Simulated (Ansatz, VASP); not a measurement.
**Pd: VASP beside Ansatz**

```xyz
1
Lattice="-1.5827 1.5827 1.5827 1.5827 -1.5827 1.5827 1.5827 1.5827 -1.5827" Properties=species:S:1:pos:R:3 pbc="T T T"
Pd    0.0000    0.0000    0.0000
```

Alike in both runs: task single point; functional r2SCAN; k mesh 12 × 12 × 12; occupations fermi-dirac, width 0.05 eV; no spin polarisation.

|  | VASP | Ansatz |
| --- | --- | --- |
| version | VASP 6.6.1 | Ansatz 0.2.0 |
| potentials or method | VASP PAW PBE potentials, release 64 (Pd_sv_GW) | Ansatz PAW |
| plane-wave cutoff (eV) | 690 | 500 |
| valence electrons in the cell | 18 | 18 |

Ansatz gave:

```
gap on the k mesh at the Fermi level (eV) : none
pressure (GPa)                            : -8.4
```

**Question.** What did VASP give for the same quantities?

**Answer.** gap on the k mesh at the Fermi level (eV): none; pressure (GPa): -8.3.

VASP's potentials were made for PBE, not for r2SCAN. A gap of «none» marks a metal or a gap that the smearing closes.
